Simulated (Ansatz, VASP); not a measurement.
Ag: VASP beside Ansatz

Contents of POSCAR:

```
Ag
1.0
   -1.5934109572      1.5934109572      1.5525542660
    1.5934109572     -1.5934109572      1.5525542660
    1.5934109572      1.5934109572     -1.5525542660
Ag
1
Direct
    0.0000000000      0.0000000000      0.0000000000
```

INCAR.step1

```
PREC     = Accurate       # precision mode
ENCUT    = 520            # plane-wave cutoff, eV
ISMEAR   = 0              # smearing method
SIGMA    = 0.15           # smearing width, eV
LREAL    = False          # projectors in reciprocal space
LASPH    = True           # aspherical terms in the spheres
NELM     = 60             # most SCF steps
NBANDS   = 12             # bands
GGA      = PE             # functional
ALGO     = Normal         # electronic algorithm
EDIFF    = 1E-4           # SCF threshold, eV
LWAVE    = True           # write WAVECAR
LCHARG   = False          # write CHGCAR
```

Contents of INCAR.step2:

```
PREC     = Accurate       # precision mode
ENCUT    = 520            # plane-wave cutoff, eV
EDIFF    = 1E-6           # SCF threshold, eV
ISMEAR   = 0              # smearing method
SIGMA    = 0.15           # smearing width, eV
LREAL    = False          # projectors in reciprocal space
LASPH    = True           # aspherical terms in the spheres
NELM     = 60             # most SCF steps
ALGO     = Normal         # electronic algorithm
ISIF     = 2              # what is computed and relaxed
LWAVE    = False          # write WAVECAR
LCHARG   = False          # write CHGCAR
METAGGA  = R2SCAN         # meta-GGA
LMIXTAU  = True         
NBANDS   = 12             # bands
ISTART   = 1
```

File KPOINTS:

```
Automatic mesh
0
Gamma
  26 26 26
```

Input for Ansatz:

```yaml
crystal:
  lattice:
    - [-1.5934109572, 1.5934109572, 1.552554266]
    - [1.5934109572, -1.5934109572, 1.552554266]
    - [1.5934109572, 1.5934109572, -1.552554266]
  atoms:
    - { symbol: Ag, position: [0.0, 0.0, 0.0] }
basis:
  ecutwfc: 500
kpoints:
  mp_grid: { grid: [26, 26, 26] }
hamiltonian:
  xc: r2scan
scf:
  occupations: { method: gaussian, width: 0.15 }
output:
  forces: true
  stress: true
  eigenvalues: true
```

Change from the starting cell: strain -0.025 along x and y, -0.050 along z, atoms carried along.

Alike in both runs: task single point; functional r2SCAN; k mesh 26 × 26 × 26; occupations gaussian, width 0.15 eV; no spin polarisation.

```csv
,VASP,Ansatz
version,VASP 6.6.1,Ansatz 0.2.0
potentials or method,"VASP PAW PBE potentials, release 64 (Ag), cutoff 520 eV","scalar-relativistic, plane waves, PAW"
valence electrons in the cell,11,19
```

Ansatz gave:

| Item | Value |
| --- | --- |
| gap on the k mesh at the Fermi level (eV) | none |
| pressure (GPa) | 13.3 |
| traceless stress, the component that is largest in VASP (GPa) | -0.29 |

Question: Which values does VASP return?

Answer: gap on the k mesh at the Fermi level (eV): none; pressure (GPa): 13.6; traceless stress, the component that is largest in VASP (GPa): -0.28.

VASP's potentials were made for PBE, not for r2SCAN. A gap of «none» marks a metal or a gap that the smearing closes. The functional is the same, so the differences come from potentials, cutoffs and numerics. VASP's potentials hold 11 valence electrons a cell and Ansatz's 19, so a difference there can come from the potentials and not from the codes.
